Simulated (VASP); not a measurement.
# Al (I4/mmm) in VASP: further runs, part 2 of 2

VASP 6.6.1. The steps go on from the part before.

## (4) Single point, PBEsol (strain -0.0100 x Voigt [1, 1, 0, 0, 0, 0])

The input, INCAR:

```
SYSTEM = Al
PREC     = Accurate       ! precision mode
ENCUT    = 520            ! plane-wave cutoff, eV
EDIFF    = 1E-6           ! SCF threshold, eV
ISMEAR   = 0              ! smearing method
SIGMA    = 0.15           ! smearing width, eV
LREAL    = .FALSE.        ! projectors in reciprocal space
LASPH    = .TRUE.         ! aspherical terms in the spheres
NELM     = 60             ! most SCF steps
ALGO     = Normal         ! electronic algorithm
ISIF     = 2              ! what is computed and relaxed
LWAVE    = .FALSE.        ! write WAVECAR
LCHARG   = .FALSE.        ! write CHGCAR
GGA      = PS             ! functional
NBANDS   = 8              ! bands
```

The input, KPOINTS:

```
Automatic mesh
0
G
  20 20 20
  0 0 0
```

The input, POSCAR:

```
Al
1.0
   -1.5753065031      1.5753065031      1.5912186900
    1.5753065031     -1.5753065031      1.5912186900
    1.5753065031      1.5753065031     -1.5912186900
Al
1
Direct
    0.0000000000      0.0000000000      0.0000000000
```

Potentials or basis: VASP PAW PBE potentials, release 64 (Al).

The run is started by

```bash
> cat potpaw_PBE.64/Al/POTCAR > POTCAR
> mpirun -np 1 vasp_std > vasp.out
```

OUTCAR:

```text
SYSTEM = Al
   PREC = Accurate
   ENCUT = 520
   EDIFF = 1E-6
   ISMEAR = 0
   LREAL = .FALSE.
   LASPH = .TRUE.
   NELM = 60
   ISIF = 2
   GGA = PS

 ion  position               nearest neighbor table
   1  0.000  0.000  0.000-

  LATTYP: Found a body centered tetragonal cell.
 ALAT       =     3.1506130062
 C/A-ratio  =     1.0101010101

  Lattice vectors:

 A1 = (  -1.5753065031,   1.5753065031,   1.5912186900)
 A2 = (   1.5753065031,  -1.5753065031,   1.5912186900)
 A3 = (   1.5753065031,   1.5753065031,  -1.5912186900)

Analysis of symmetry for initial positions (statically):
=====================================================================
 Subroutine PRICEL returns:
 Original cell was already a primitive cell.

 Routine SETGRP: Setting up the symmetry group for a
 body centered tetragonal supercell.

 Subroutine GETGRP returns: Found 16 space group operations
 (whereof 16 operations were pure point group operations)
 out of a pool of 16 trial point group operations.

The static configuration has the point symmetry D_4h.

Analysis of symmetry for dynamics (positions and initial velocities):
=====================================================================
 Subroutine PRICEL returns:
 Original cell was already a primitive cell.

 Routine SETGRP: Setting up the symmetry group for a
 body centered tetragonal supercell.

 Subroutine GETGRP returns: Found 16 space group operations
 (whereof 16 operations were pure point group operations)
 out of a pool of 16 trial point group operations.

The dynamic configuration has the point symmetry D_4h.

 Subroutine INISYM returns: Found 16 space group operations
 (whereof 16 operations are pure point group operations),
 and found     1 'primitive' translations

----------------------------------------------------------------------------------------

                                     Primitive cell

  volume of cell :      15.7950

  direct lattice vectors                    reciprocal lattice vectors
    -1.575306503  1.575306503  1.591218690     0.000000000  0.317398550  0.314224565
     1.575306503 -1.575306503  1.591218690     0.317398550  0.000000000  0.314224565
     1.575306503  1.575306503 -1.591218690     0.317398550  0.317398550  0.000000000

  length of vectors
     2.737728635  2.737728635  2.737728635     0.446630627  0.446630627  0.448869334

  position of ions in fractional coordinates (direct lattice)
     0.000000000  0.000000000  0.000000000

  ion indices of the primitive-cell ions
   primitive index   ion index
                 1           1

----------------------------------------------------------------------------------------

 KPOINTS: Automatic mesh

Automatic generation of k-mesh.
 Grid dimensions read from file:
 generate k-points for:   20   20   20

 Generating k-lattice:

  Cartesian coordinates                     Fractional coordinates (reciprocal lattice)
     0.000000000  0.015869928  0.015711228     0.050000000 -0.000000000  0.000000000
     0.015869928  0.000000000  0.015711228    -0.000000000  0.050000000  0.000000000
     0.015869928  0.015869928  0.000000000     0.000000000  0.000000000  0.050000000

  Length of vectors
     0.022331531  0.022331531  0.022443467

  Shift w.r.t. Gamma in fractional coordinates (k-lattice)
     0.000000000  0.000000000  0.000000000

 Subroutine IBZKPT returns following result:
 ===========================================

 Found    641 irreducible k-points:

 Following reciprocal coordinates:
            Coordinates               Weight
  0.000000  0.000000  0.000000      1.000000
  0.050000  0.000000 -0.000000      8.000000
  0.100000 -0.000000  0.000000      8.000000
  0.150000  0.000000  0.000000      8.000000
  0.200000 -0.000000  0.000000      8.000000
  0.250000 -0.000000  0.000000      8.000000
[... 16 lines left out ...]
 -0.400000  0.050000  0.000000     16.000000
 -0.350000  0.050000 -0.000000     16.000000
 [... further k-points ...]
   k-points           NKPTS =    641   k-points in BZ     NKDIM =    641   number of bands    NBANDS=      8
   number of dos      NEDOS =    301   number of ions     NIONS =      1
   total plane-waves  NPLWV =   8000
   dimension x,y,z NGX =    20 NGY =   20 NGZ =   20
   dimension x,y,z NGXF=    40 NGYF=   40 NGZF=   40
   ions per type =               1
   NGX,Y,Z   is equivalent  to a cutoff of  12.14, 12.14, 12.14 a.u.
   NGXF,Y,Z  is equivalent  to a cutoff of  24.29, 24.29, 24.29 a.u.
 SYSTEM =  Al
   PREC   = accura    normal or accurate (medium, high low for compatibility)
   ISTART =      0    job   : 0-new  1-cont  2-samecut
   ICHARG =      2    charge: 1-file 2-atom 10-const
   ISPIN  =      1    spin polarized calculation?
   LNONCOLLINEAR =      F non collinear calculations
   LSORBIT =      F    spin-orbit coupling
   LASPH  =      T    aspherical Exc in radial PAW
   ENCUT  =  520.0 eV  38.22 Ry    6.18 a.u.   5.09  5.09  5.09*2*pi/ulx,y,z
   NELM   =     60;   NELMIN=  2; NELMDL= -5     # of ELM steps
   EDIFF  = 0.1E-05   stopping-criterion for ELM
   LREAL  =      F    real-space projection
   EDIFFG = 0.1E-04   stopping-criterion for IOM
   NSW    =      0    number of steps for IOM
   IBRION =     -1    ionic relax: 0-MD 1-quasi-New 2-CG
   NFREE  =      0    steps in history (QN), initial steepest desc. (CG)
   ISIF   =      2    stress and relaxation
   ISYM   =      2    0-nonsym 1-usesym 2-fastsym
   POTIM  = 0.5000    time-step for ionic-motion
   TEBEG  =    0.0;   TEEND  =   0.0 temperature during run
   PSTRESS=    0.0 pullay stress
   NELECT =       3.0000    total number of electrons
   NUPDOWN=      -1.0000    fix difference up-down
   EMIN   =  10.00;   EMAX   =-10.00  energy-range for DOS
   EFERMI =   0.00;   METHOD = LEGACY
   ISMEAR =     0;   SIGMA  =   0.15  broadening in eV -4-tet -1-fermi 0-gaus
   EFERMI_NEDOS =   21; number of points for ismear=-14 and -15
   IALGO  =     38    algorithm
   IMIX   =      4    mixing-type and parameters
     AMIX     =   0.40;   BMIX     =  1.00
     AMIX_MAG =   1.60;   BMIX_MAG =  1.00
  volume/ion in A,a.u.               =      15.80       106.59
  Fermi-wavevector in a.u.,A,eV,Ry     =   0.941041  1.778310 12.048752  0.885558
  Thomas-Fermi vector in A             =   2.068513
   LORBIT       =      0    0 simple, 1 ext, 2 COOP (PROOUT), +10 PAW based schemes
   GGA     = PS    functional components
   LHFCALC =     F    Hartree Fock is set to
   AEXX    =    0.0000 exact exchange contribution
   IVDW    =     0    specifies the selected vdW correction
   LEPSILON=     F    determine dielectric tensor
   LRPA    =     F    only Hartree local field effects (RPA)
 non-spin polarized calculation
 Gauss-broadening in eV      SIGMA  =   0.15
  energy-cutoff  :      520.00
  volume of cell :       15.80
 maximum number of plane-waves:       438
   NGX = 11   NGY = 11   NGZ = 11

 number of electron       3.0000000 magnetization

 Free energy of the ion-electron system (eV)
  ---------------------------------------------------
  ext. energy  EPLUGINS =         0.00000000
  ---------------------------------------------------
  free energy    TOTEN  =        -3.98621956 eV

  energy without entropy =       -3.98104793  energy(sigma->0) =       -3.98363375

 E-fermi :   8.4221     XC(G=0): -10.4211

 val. band max:        8.4210024503   @ k =  -0.3500   0.4000   0.0500
 cond. band min:       8.4225862777   @ k =  -0.2000  -0.4000   0.2000
 fundamental gap:      0.0015838274
 Fermi energy:         8.4221393316

 k-point     1 :       0.0000    0.0000    0.0000
  band No.  band energies     occupation
      1      -3.0181      2.00000
      2      21.8448      0.00000
      3      21.8448      0.00000
      4      22.0850      0.00000
      5      23.6738      0.00000
      6      23.7771      0.00000
      7      23.7771      0.00000
      8      24.8945      0.00000

 k-point     2 :       0.0500    0.0000   -0.0000
  band No.  band energies     occupation
      1      -2.9443      2.00000
      2      20.9124      0.00000
      3      21.3917      0.00000
      4      21.7003      0.00000
      5      23.3656      0.00000
      6      24.0435      0.00000
      7      24.3282      0.00000
      8      24.4237      0.00000
[... 221 lines left out ...]
 k-point    23 :      -0.4000    0.0500    0.0000
  band No.  band energies     occupation
      1       1.1313      2.00000
      2       8.1640      1.98507
      3      16.1310      0.00000
      4      17.3958      0.00000
      5      19.6914      0.00000
      6      21.3079      0.00000
      7      27.1952      0.00000
      8      29.6770      0.00000

 k-point    24 :      -0.3500    0.0500   -0.0000
  band No.  band energies     occupation
      1       0.1250      2.00000
      2       9.9370      0.00000
      3      16.5324      0.00000
      4      17.7500      0.00000
      5      20.0834      0.00000
      6      21.6235      0.00000
      7      26.3980      0.00000
      8      28.7974      0.00000

 [... further k-points ...]
[... 5 lines left out ...]
  --------------------------------------------------------------------------------------
  -------------------------------------------------------------------------------------
  Total        0.3742624      0.3742624      0.4353650      0.0000000      0.0000000      0.0000000
  in kB       37.9635494     37.9635494     44.1615254      0.0000000      0.0000000      0.0000000
  external PRESSURE =      40.0295414 kB  Pullay stress =       0.0000000 kB

 VOLUME and BASIS-vectors are now :
 -----------------------------------------------------------------------------
  energy-cutoff  :      520.00
  volume of cell :       15.80
      direct lattice vectors                 reciprocal lattice vectors
    -1.575306503  1.575306503  1.591218690     0.000000000  0.317398550  0.314224565
     1.575306503 -1.575306503  1.591218690     0.317398550  0.000000000  0.314224565
     1.575306503  1.575306503 -1.591218690     0.317398550  0.317398550  0.000000000

 POSITION                                       TOTAL-FORCE (eV/Angst)
 -----------------------------------------------------------------------------------
      0.00000      0.00000      0.00000        -0.000000      0.000000     -0.000000
 -----------------------------------------------------------------------------------
    total drift:                                0.000000      0.000000     -0.000000

  FREE ENERGIE OF THE ION-ELECTRON SYSTEM (eV)
  ---------------------------------------------------
  free  energy   TOTEN  =        -3.9862195617 eV

  energy  without entropy=       -3.9810479336  energy(sigma->0) =       -3.98363375
```

It took 30 s on 1 thread of Intel Xeon 6975P-C, shared host; peak memory 0.18 GiB.

Results:

| Quantity | Value |
| --- | --- |
| Free energy | -3.9862 eV |
| Pressure | 4.0 GPa |

Caveat: the cell differs from its parent crystal (strain -0.0100 x Voigt [1, 1, 0, 0, 0, 0]); the PAW data sets were made with another functional, which shifts forces and pressure a little.

## (5) Single point, PBEsol (strain -0.0050 x Voigt [1, 1, 0, 0, 0, 0])

The input, INCAR:

```
SYSTEM = Al
PREC = Accurate
ENCUT = 520
EDIFF = 1E-7
ISMEAR = 0
SIGMA = 0.15
LREAL = .FALSE.
LASPH = .TRUE.
NELM = 60
ALGO = Normal
ISIF = 2
LWAVE = .FALSE.
LCHARG = .FALSE.
GGA = PS
NBANDS = 8
```

KPOINTS is that of step 4.

The input, POSCAR:

```
Al
1.0
   -1.5832625966      1.5832625966      1.5912186900
    1.5832625966     -1.5832625966      1.5912186900
    1.5832625966      1.5832625966     -1.5912186900
Al
1
Direct
    0.0000000000      0.0000000000      0.0000000000
```

The run is started by

```bash
> cat potpaw_PBE.64/Al/POTCAR > POTCAR
> mpirun -np 1 vasp_std > vasp.out
```

Wall time 33 s (1 thread of Intel Xeon 6975P-C, shared host); peak memory 0.18 GiB.

It converged, with:

| Property | Result |
| --- | --- |
| Free energy | -3.9896 eV |
| Pressure | 3.1 GPa |

Stress tensor (GPa, compression positive):
```
3.02 0.00 0.00
0.00 3.02 0.00
0.00 0.00 3.32
```

Levels at points of the mesh, in eV from the Fermi level:
```csv
k point,band 1,band 2,band 3,band 4,band 5
"(0.00, 0.00, 0.00)",-11.37,13.40,13.40,13.52,15.13
"(0.50, 0.00, 0.00)",-4.46,-3.92,8.36,8.44,10.24
"(0.50, 0.50, 0.00)",-4.44,-3.87,8.26,8.34,10.11
"(0.50, 0.50, 0.50)",1.82,1.96,1.96,2.88,2.94
```

Caveat: the cell differs from its parent crystal (strain -0.0050 x Voigt [1, 1, 0, 0, 0, 0]); the PAW data sets were made with another functional, which shifts forces and pressure a little.

## (6) Single point, PBEsol (strain +0.0050 x Voigt [1, 1, 0, 0, 0, 0])

The input, INCAR:

```
SYSTEM = Al
ALGO = Fast ; EDIFF = 1E-7
ENCUT = 520 ; GGA = PS
ISIF = 2 ; ISMEAR = 0
LASPH = .True. ; LCHARG = .False.
LREAL = .False. ; LWAVE = .False.
NBANDS = 8 ; NELM = 60
PREC = Accurate ; SIGMA = 0.15
```

The input, KPOINTS:

```
k-points
0
Gamma
  20 20 20
  0 0 0
```

The input, POSCAR:

```
Al
1.0
   -1.5991747834      1.5991747834      1.5912186900
    1.5991747834     -1.5991747834      1.5912186900
    1.5991747834      1.5991747834     -1.5912186900
Al
1
Direct
    0.0000000000      0.0000000000      0.0000000000
```

Potentials or basis: VASP PAW PBE potentials, release 64 (Al).

The run is started by

```bash
> cat potpaw_PBE.64/Al/POTCAR > POTCAR
> mpirun -np 1 vasp_std > vasp.out
```

It took 42 s on 1 thread of Intel Xeon 6975P-C, shared host; peak memory 0.19 GiB.

Results (log left out):

| Property | Result |
| --- | --- |
| Free energy | -3.9942 eV |
| Pressure | 1.5 GPa |

Stress tensor (GPa, compression positive):
```
1.54 0.00 0.00
0.00 1.54 0.00
0.00 0.00 1.31
```

Levels at points of the mesh, in eV from the Fermi level:
| k point | band 1 | band 2 | band 3 | band 4 | band 5 | band 6 |
| --- | --- | --- | --- | --- | --- | --- |
| (0.00, 0.00, 0.00) | -11.23 | 13.24 | 13.36 | 13.36 | 14.85 | 14.85 |
| (0.50, 0.00, 0.00) | -4.37 | -3.86 | 8.22 | 8.25 | 10.01 | 11.50 |
| (0.50, 0.50, 0.00) | -4.39 | -3.91 | 8.32 | 8.35 | 10.14 | 11.55 |
| (0.50, 0.50, 0.50) | 1.84 | 1.84 | 1.98 | 2.92 | 2.97 | 5.75 |

Caveat: the cell differs from its parent crystal (strain +0.0050 x Voigt [1, 1, 0, 0, 0, 0]); the PAW data sets were made with another functional, which shifts forces and pressure a little.

## (7) Overview

```tsv
cell	gap on the mesh (eV)	pressure (GPa)
a = 2.719 Å, angles 110.0, 110.0, 108.4°, 1 atom	none	5.9
a = 2.729 Å, angles 109.9, 109.9, 108.7°, 1 atom	none	4.9
a = 2.738 Å, angles 109.7, 109.7, 108.9°, 1 atom	none	4.0
a = 2.747 Å, angles 109.6, 109.6, 109.2°, 1 atom	none	3.1
a = 2.765 Å, angles 109.3, 109.3, 109.7°, 1 atom	none	1.5
```

Alike in all rows: task single point; level PBEsol; potentials or basis VASP PAW PBE potentials, release 64 (Al); no spin polarisation; k mesh 20 × 20 × 20; cutoff (eV) 520; smearing gaussian 0.15 eV.

Caveats: the PAW data sets were made with another functional, which shifts forces and pressure a little.

Total energies depend on the potentials used, so only differences within one code and one set of settings carry meaning.
